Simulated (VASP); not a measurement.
# Ta2C (P-3m1) in VASP: a series of runs

Runs on Ta2C. Level: PBEsol. Tasks: single point.

Everything below comes from runs of VASP 6.6.1. Logs are shortened: lines on timing, memory, paths and dates and some standing lists are left out, and cuts for length are marked.

**1. The cell of the first run**

The structure is trigonal, space group P-3m1 (No. 164). Conventional cell: a = 3.095 Å, b = 3.095 Å, c = 4.921 Å, α = 90.00°, β = 90.00°, γ = 120.00°. Within 2.9 Å of Ta (site symmetry 3m) lie 3 C at 2.18 Å. Within 2.9 Å of C (site symmetry -3m) lie 6 Ta at 2.18 Å.

**2. Single point, PBEsol**

Input file INCAR:

```
ALGO     = Normal         # electronic algorithm
EDIFF    = 1E-6           # SCF threshold, eV
ENCUT    = 520            # plane-wave cutoff, eV
GGA      = PS             # functional
ISIF     = 2              # what is computed and relaxed
ISMEAR   = 0              # smearing method
LASPH    = T              # aspherical terms in the spheres
LCHARG   = T              # write CHGCAR
LELF     = T              # ELF
LREAL    = F              # projectors in reciprocal space
LVHAR    = T            
LWAVE    = F              # write WAVECAR
NBANDS   = 35             # bands
NELM     = 60             # most SCF steps
PREC     = Accurate       # precision mode
SIGMA    = 0.15           # smearing width, eV
```

Input file KPOINTS:

```
k-points
0
Gamma
  17 17 5
```

Input file POSCAR:

```
Ta2C
1.0
   -1.5476503522     -2.6806090424      0.0000000000
    1.5476503522     -2.6806090424      0.0000000000
    0.0000000000      0.0000000000      9.8421605593
Ta C
4 2
Direct
    0.6666666667      0.6666666667      0.1264380967
    0.6666666667      0.6666666667      0.6264380967
    0.3333333333      0.3333333333      0.3735619033
    0.3333333333      0.3333333333      0.8735619033
    1.0000000000      0.0000000000      0.0000000000
    1.0000000000      0.0000000000      0.5000000000
```

Potentials or basis: VASP PAW PBE potentials, release 64 (Ta_pv, C).

On the command line:

```
> cat potpaw_PBE.64/Ta_pv/POTCAR potpaw_PBE.64/C/POTCAR > POTCAR
> mpirun -np 1 vasp_std > vasp.out
```

OUTCAR:

```text
EDIFF = 1E-6
   ENCUT = 520
   GGA = PS
   ISIF = 2
   ISMEAR = 0
   LASPH = T
   LREAL = F
   NELM = 60
   PREC = Accurate

 ion  position               nearest neighbor table
   1  0.667  0.667  0.126-   5 2.18   5 2.18   5 2.18   3 3.02   3 3.02   3 3.02   4 3.06   4 3.06
                             4 3.06
   2  0.667  0.667  0.626-   6 2.18   6 2.18   6 2.18   4 3.02   4 3.02   4 3.02   3 3.06   3 3.06
                             3 3.06
   3  0.333  0.333  0.374-   6 2.18   6 2.18   6 2.18   1 3.02   1 3.02   1 3.02   2 3.06   2 3.06
                             2 3.06
   4  0.333  0.333  0.874-   5 2.18   5 2.18   5 2.18   2 3.02   2 3.02   2 3.02   1 3.06   1 3.06
                             1 3.06
   5  0.000  0.000  0.000-   1 2.18   4 2.18   1 2.18   1 2.18   4 2.18   4 2.18
   6  0.000  0.000  0.500-   2 2.18   3 2.18   2 2.18   2 2.18   3 2.18   3 2.18

  LATTYP: Found a hexagonal cell.
 ALAT       =     3.0953007044
 C/A-ratio  =     3.1797106321

  Lattice vectors:

 A1 = (  -1.5476503522,   2.6806090424,   0.0000000000)
 A2 = (  -1.5476503522,  -2.6806090424,   0.0000000000)
 A3 = (   0.0000000000,   0.0000000000,   9.8421605593)

Analysis of symmetry for initial positions (statically):
=====================================================================
 Subroutine PRICEL returns following result:

  LATTYP: Found a hexagonal cell.
 ALAT       =     3.0953007044
 C/A-ratio  =     1.5898553160

  Lattice vectors:

 A1 = (  -1.5476503522,   2.6806090424,   0.0000000000)
 A2 = (  -1.5476503522,  -2.6806090424,   0.0000000000)
 A3 = (   0.0000000000,   0.0000000000,   4.9210802796)

   2 primitive cells build up your supercell.

 Routine SETGRP: Setting up the symmetry group for a
 hexagonal supercell.

 Subroutine GETGRP returns: Found 12 space group operations
 (whereof 12 operations were pure point group operations)
 out of a pool of 24 trial point group operations.

The static configuration has the point symmetry D_3d.

Analysis of symmetry for dynamics (positions and initial velocities):
=====================================================================
 Subroutine PRICEL returns following result:

  LATTYP: Found a hexagonal cell.
 ALAT       =     3.0953007044
 C/A-ratio  =     1.5898553160

  Lattice vectors:

 A1 = (  -1.5476503522,   2.6806090424,   0.0000000000)
 A2 = (  -1.5476503522,  -2.6806090424,   0.0000000000)
 A3 = (   0.0000000000,   0.0000000000,   4.9210802796)

   2 primitive cells build up your supercell.

 Routine SETGRP: Setting up the symmetry group for a
 hexagonal supercell.

 Subroutine GETGRP returns: Found 12 space group operations
 (whereof 12 operations were pure point group operations)
 out of a pool of 24 trial point group operations.

The dynamic configuration has the point symmetry D_3d.

 Subroutine INISYM returns: Found 12 space group operations
 (whereof 12 operations are pure point group operations),
 and found     2 'primitive' translations

----------------------------------------------------------------------------------------

                                     Primitive cell

  volume of cell :      40.8316

  direct lattice vectors                    reciprocal lattice vectors
    -1.547650352  2.680609042  0.000000000    -0.323070388  0.186524776  0.000000000
    -1.547650352 -2.680609042  0.000000000    -0.323070388 -0.186524776  0.000000000
     0.000000000  0.000000000  4.921080280     0.000000000  0.000000000  0.203207414

  length of vectors
     3.095300704  3.095300704  4.921080280     0.373049551  0.373049551  0.203207414

  position of ions in fractional coordinates (direct lattice)
     0.333333333  0.666666667  0.252876193
     0.666666667  0.333333333  0.747123807
     0.000000000  0.000000000  0.000000000

  ion indices of the primitive-cell ions
   primitive index   ion index
                 1           1
                 2           3
                 3           5

----------------------------------------------------------------------------------------

 KPOINTS: k-points

Automatic generation of k-mesh.
 Grid dimensions read from file:
 generate k-points for:   17   17    5

 Generating k-lattice:

  Cartesian coordinates                     Fractional coordinates (reciprocal lattice)
    -0.019004140 -0.010972046  0.000000000     0.058823529  0.000000000  0.000000000
     0.019004140 -0.010972046  0.000000000     0.000000000  0.058823529  0.000000000
     0.000000000  0.000000000  0.020320741     0.000000000  0.000000000  0.200000000

  Length of vectors
     0.021944091  0.021944091  0.020320741

  Shift w.r.t. Gamma in fractional coordinates (k-lattice)
     0.000000000  0.000000000  0.000000000

 Subroutine IBZKPT returns following result:
 ===========================================

 Found    147 irreducible k-points:

 Following reciprocal coordinates:
            Coordinates               Weight
  0.000000  0.000000  0.000000      1.000000
  0.058824  0.000000  0.000000      6.000000
  0.117647  0.000000  0.000000      6.000000
  0.176471  0.000000  0.000000      6.000000
  0.235294  0.000000  0.000000      6.000000
  0.294118  0.000000  0.000000      6.000000
[... 16 lines left out ...]
 -0.470588  0.117647  0.000000     12.000000
  0.352941  0.176471  0.000000      6.000000
 [... further k-points ...]
   k-points           NKPTS =    147   k-points in BZ     NKDIM =    147   number of bands    NBANDS=     35
   number of dos      NEDOS =    301   number of ions     NIONS =      6
   total plane-waves  NPLWV =  46080
   dimension x,y,z NGX =    24 NGY =   24 NGZ =   80
   dimension x,y,z NGXF=    48 NGYF=   48 NGZF=  160
   ions per type =               4   2
   NGX,Y,Z   is equivalent  to a cutoff of  12.89, 12.89, 13.51 a.u.
   NGXF,Y,Z  is equivalent  to a cutoff of  25.78, 25.78, 27.03 a.u.
 SYSTEM =  unknown system
   PREC   = accura    normal or accurate (medium, high low for compatibility)
   ISTART =      0    job   : 0-new  1-cont  2-samecut
   ICHARG =      2    charge: 1-file 2-atom 10-const
   ISPIN  =      1    spin polarized calculation?
   LNONCOLLINEAR =      F non collinear calculations
   LSORBIT =      F    spin-orbit coupling
   LASPH  =      T    aspherical Exc in radial PAW
   ENCUT  =  520.0 eV  38.22 Ry    6.18 a.u.   5.76  5.76 18.30*2*pi/ulx,y,z
   NELM   =     60;   NELMIN=  2; NELMDL= -5     # of ELM steps
   EDIFF  = 0.1E-05   stopping-criterion for ELM
   LREAL  =      F    real-space projection
   EDIFFG = 0.1E-04   stopping-criterion for IOM
   NSW    =      0    number of steps for IOM
   IBRION =     -1    ionic relax: 0-MD 1-quasi-New 2-CG
   NFREE  =      0    steps in history (QN), initial steepest desc. (CG)
   ISIF   =      2    stress and relaxation
   ISYM   =      2    0-nonsym 1-usesym 2-fastsym
   POTIM  = 0.5000    time-step for ionic-motion
   TEBEG  =    0.0;   TEEND  =   0.0 temperature during run
   PSTRESS=    0.0 pullay stress
   NELECT =      52.0000    total number of electrons
   NUPDOWN=      -1.0000    fix difference up-down
   EMIN   =  10.00;   EMAX   =-10.00  energy-range for DOS
   EFERMI =   0.00;   METHOD = LEGACY
   ISMEAR =     0;   SIGMA  =   0.15  broadening in eV -4-tet -1-fermi 0-gaus
   EFERMI_NEDOS =   21; number of points for ismear=-14 and -15
   IALGO  =     38    algorithm
   IMIX   =      4    mixing-type and parameters
     AMIX     =   0.40;   BMIX     =  1.00
     AMIX_MAG =   1.60;   BMIX_MAG =  1.00
  volume/ion in A,a.u.               =      13.61        91.85
  Fermi-wavevector in a.u.,A,eV,Ry     =   1.408425  2.661537 26.989342  1.983661
  Thomas-Fermi vector in A             =   2.530584
   LORBIT       =      0    0 simple, 1 ext, 2 COOP (PROOUT), +10 PAW based schemes
   GGA     = PS    functional components
   LHFCALC =     F    Hartree Fock is set to
   AEXX    =    0.0000 exact exchange contribution
   IVDW    =     0    specifies the selected vdW correction
   LEPSILON=     F    determine dielectric tensor
   LRPA    =     F    only Hartree local field effects (RPA)
 non-spin polarized calculation
 Gauss-broadening in eV      SIGMA  =   0.15
  energy-cutoff  :      520.00
  volume of cell :       81.66
 maximum number of plane-waves:      2232
   NGX = 11   NGY = 11   NGZ = 37

 number of electron      52.0000005 magnetization

 Free energy of the ion-electron system (eV)
  ---------------------------------------------------
  ext. energy  EPLUGINS =         0.00000000
  ---------------------------------------------------
  free energy    TOTEN  =       -73.41440252 eV

  energy without entropy =      -73.39958905  energy(sigma->0) =      -73.40699579

 E-fermi :   6.4893     XC(G=0): -12.9427

 val. band max:        6.4831906103   @ k =   0.0000   0.0000   0.0000
 cond. band min:       6.4902871289   @ k =   0.0588   0.0588   0.4000
 fundamental gap:      0.0070965186
 Fermi energy:         6.4893088523

 k-point     1 :       0.0000    0.0000    0.0000
  band No.  band energies     occupation
      1     -28.2877      2.00000
      2     -27.8809      2.00000
      3     -27.8132      2.00000
      4     -27.5774      2.00000
      5     -27.5774      2.00000
      6     -27.5255      2.00000
[... 27 lines left out ...]
     34       9.4817      0.00000
     35       9.4819      0.00000

 k-point     2 :       0.0588    0.0000    0.0000
  band No.  band energies     occupation
      1     -28.2779      2.00000
      2     -27.8866      2.00000
      3     -27.8164      2.00000
      4     -27.5992      2.00000
      5     -27.5852      2.00000
      6     -27.5371      2.00000
[... 27 lines left out ...]
     34       9.3928      0.00000
     35       9.8275      0.00000
[... 796 lines left out ...]
     34      11.2560      0.00000
     35      11.7785      0.00000

 k-point    24 :       0.3529    0.1765    0.0000
  band No.  band energies     occupation
      1     -28.0824      2.00000
      2     -28.0635      2.00000
      3     -28.0209      2.00000
      4     -27.9257      2.00000
      5     -27.9167      2.00000
      6     -27.6977      2.00000
[... 27 lines left out ...]
     34      10.6043      0.00000
     35      10.8882      0.00000

 [... further k-points ...]

------------------------ aborting loop because EDIFF is reached ----------------------------------------

  FORCE on cell =-STRESS in cart. coord.  units (eV):
  Direction    XX          YY          ZZ          XY          YZ          ZX
  --------------------------------------------------------------------------------------
  -------------------------------------------------------------------------------------
  Total        0.2489754      0.2489754      0.2803108     -0.0000000     -0.0000000      0.0000000
  in kB        4.8847272      4.8847272      5.4995063     -0.0000000     -0.0000000      0.0000000
  external PRESSURE =       5.0896536 kB  Pullay stress =       0.0000000 kB

 VOLUME and BASIS-vectors are now :
 -----------------------------------------------------------------------------
  energy-cutoff  :      520.00
  volume of cell :       81.66
      direct lattice vectors                 reciprocal lattice vectors
    -1.547650352 -2.680609042  0.000000000    -0.323070388 -0.186524776  0.000000000
     1.547650352 -2.680609042  0.000000000     0.323070388 -0.186524776  0.000000000
     0.000000000  0.000000000  9.842160559     0.000000000  0.000000000  0.101603707

 POSITION                                       TOTAL-FORCE (eV/Angst)
 -----------------------------------------------------------------------------------
      0.00000     -3.57415      1.24442         0.000000      0.000000      0.061974
      0.00000     -3.57415      6.16550         0.000000      0.000000      0.061974
      0.00000     -1.78707      3.67666        -0.000000      0.000000     -0.061974
      0.00000     -1.78707      8.59774        -0.000000     -0.000000     -0.061974
      0.00000      0.00000      0.00000        -0.000000      0.000000      0.000000
      0.00000      0.00000      4.92108        -0.000000      0.000000      0.000000
 -----------------------------------------------------------------------------------
    total drift:                               -0.000000      0.000000     -0.000000

  FREE ENERGIE OF THE ION-ELECTRON SYSTEM (eV)
  ---------------------------------------------------
  free  energy   TOTEN  =       -73.4144025207 eV

  energy  without entropy=      -73.3995890508  energy(sigma->0) =      -73.40699579
```

Run time: 11 min. Hardware: 1 thread of AMD EPYC 7R43 (Zen 3), shared host; peak memory 0.4 GiB.

What came out:

```yaml
Free_energy: -73.4144 eV
Pressure: 0.5 GPa
Largest_force: 0.062 eV/Å
Band_gap_on_the_k_mesh: zero (bands 26 and 27 overlap by 0.25 eV)
```

Forces on the atoms (eV/Å):
```
Ta   0.000  0.000  0.062
Ta   0.000  0.000  0.062
Ta   0.000  0.000 -0.062
Ta   0.000  0.000 -0.062
C    0.000  0.000  0.000
C    0.000  0.000  0.000
```

Levels at points of the mesh, in eV from the Fermi level:
| k point | band 22 | band 23 | band 24 | band 25 | band 26 | band 27 | band 28 | band 29 | band 30 | band 31 |
| --- | --- | --- | --- | --- | --- | --- | --- | --- | --- | --- |
| (0.00, 0.00, 0.00) | -1.83 | -1.54 | -0.29 | -0.29 | -0.01 | 0.51 | 0.51 | 1.13 | 1.13 | 2.39 |

Caveat: the PAW data sets were made with another functional, which shifts forces and pressure a little; spin-orbit coupling is left out, which moves the levels of the heavy elements.

**3. Single point, PBEsol**

This run uses another cell than the first one: it holds 3 atoms, not 6.

Input file INCAR:

```
PREC = Accurate
ENCUT = 520
EDIFF = 1E-6
ISMEAR = -1
SIGMA = 0.15
LREAL = F
LASPH = T
NELM = 80
ALGO = Normal
ISIF = 2
LWAVE = F
LCHARG = F
GGA = PS
NBANDS = 20
```

Input file KPOINTS:

```
Automatic mesh
0
Gamma
  18 18 8
```

Input file POSCAR:

```
Ta2C
1.0
    3.0601007676      0.0000000000      0.0000000000
   -1.5300503838      2.6501250029      0.0000000000
    0.0000000000      0.0000000000      4.8656810383
Ta C
2 1
Direct
    0.3333333333      0.6666666667      0.2546927643
    0.6666666667      0.3333333333      0.7453072357
    0.0000000000      0.0000000000      0.0000000000
```

Potentials or basis: VASP PAW PBE potentials, release 64 (Ta_pv, C).

On the command line:

```
> cat potpaw_PBE.64/Ta_pv/POTCAR potpaw_PBE.64/C/POTCAR > POTCAR
> mpirun -np 1 vasp_std > vasp.out
```

Run time: 4.2 min. Hardware: 1 thread of Intel Xeon 8259CL, shared host; peak memory 0.31 GiB.

Results (log left out):

```
Free energy            : -36.6858 eV
Pressure               : 10.6 GPa
Largest force          : 0.051 eV/Å
Band gap on the k mesh : zero (bands 13 and 14 overlap by 0.84 eV)
```

Forces on the atoms (eV/Å):
```
Ta   0.000  0.000  0.051
Ta   0.000  0.000 -0.051
C    0.000  0.000  0.000
```

Levels at points of the mesh, in eV from the Fermi level:
```tsv
k point	band 11	band 12	band 13	band 14	band 15	band 16
(0.00, 0.00, 0.00)	-2.93	-0.01	0.53	0.53	1.19	1.19
(0.50, 0.00, 0.00)	-3.94	-1.83	-0.16	3.45	3.66	4.97
(0.00, 0.00, 0.50)	-1.97	-1.49	-0.31	-0.31	3.17	3.17
(0.50, 0.00, 0.50)	-2.61	-1.12	-0.93	1.50	1.56	4.61
```

Caveat: the cell stands under pressure; the PAW data sets were made with another functional, which shifts forces and pressure a little; spin-orbit coupling is left out, which moves the levels of the heavy elements.

**4. Single point, PBEsol (13.34 Å³/atom)**

Input file INCAR:

```
PREC = Accurate
ENCUT = 520
EDIFF = 1E-7
ISMEAR = -1
SIGMA = 0.15
LREAL = False
LASPH = True
NELM = 80
ALGO = Normal
ISIF = 2
LWAVE = False
LCHARG = False
GGA = PS
NBANDS = 20
```

Input file KPOINTS:

```
regular mesh
0
Gamma
  18 18 8
```

Input file POSCAR:

```
Ta2C
1.0
    3.0748326118      0.0000000000      0.0000000000
   -1.5374163059      2.6628831542      0.0000000000
    0.0000000000      0.0000000000      4.8880244757
Ta C
2 1
Direct
    0.3333333333      0.6666666667      0.2539410782
    0.6666666667      0.3333333333      0.7460589218
    0.0000000000      0.0000000000      0.0000000000
```

On the command line:

```
> cat potpaw_PBE.64/Ta_pv/POTCAR potpaw_PBE.64/C/POTCAR > POTCAR
> mpirun -np 1 vasp_std > vasp.out
```

Run time: 4.1 min. Hardware: 1 thread of Intel Xeon 8259CL, shared host; peak memory 0.31 GiB.

It converged, with:

* Free energy: -36.7153 eV
* Pressure: 6.3 GPa
* Largest force: 0.050 eV/Å
* Band gap on the k mesh: zero (bands 13 and 14 overlap by 0.83 eV)

Forces in eV/Å, atoms in the order of the input:
```
Ta   0.000  0.000  0.050
Ta   0.000  0.000 -0.050
C    0.000  0.000  0.000
```

Levels at points of the mesh, in eV from the Fermi level:
| k point | band 10 | band 11 | band 12 | band 13 | band 14 | band 15 | band 16 | band 17 |
| --- | --- | --- | --- | --- | --- | --- | --- | --- |
| (0.00, 0.00, 0.00) | -3.63 | -2.95 | -0.01 | 0.53 | 0.53 | 1.17 | 1.17 | 2.42 |
| (0.50, 0.00, 0.00) | -4.06 | -3.86 | -1.81 | -0.19 | 3.42 | 3.59 | 4.86 | 5.31 |
| (0.00, 0.00, 0.50) | -3.89 | -1.91 | -1.51 | -0.29 | -0.29 | 3.10 | 3.10 | 3.61 |
| (0.50, 0.00, 0.50) | -3.59 | -2.58 | -1.13 | -0.95 | 1.53 | 1.56 | 4.51 | 5.03 |

Caveat: the cell stands under pressure; the PAW data sets were made with another functional, which shifts forces and pressure a little; spin-orbit coupling is left out, which moves the levels of the heavy elements.

(Continued in part 2 of 2.)
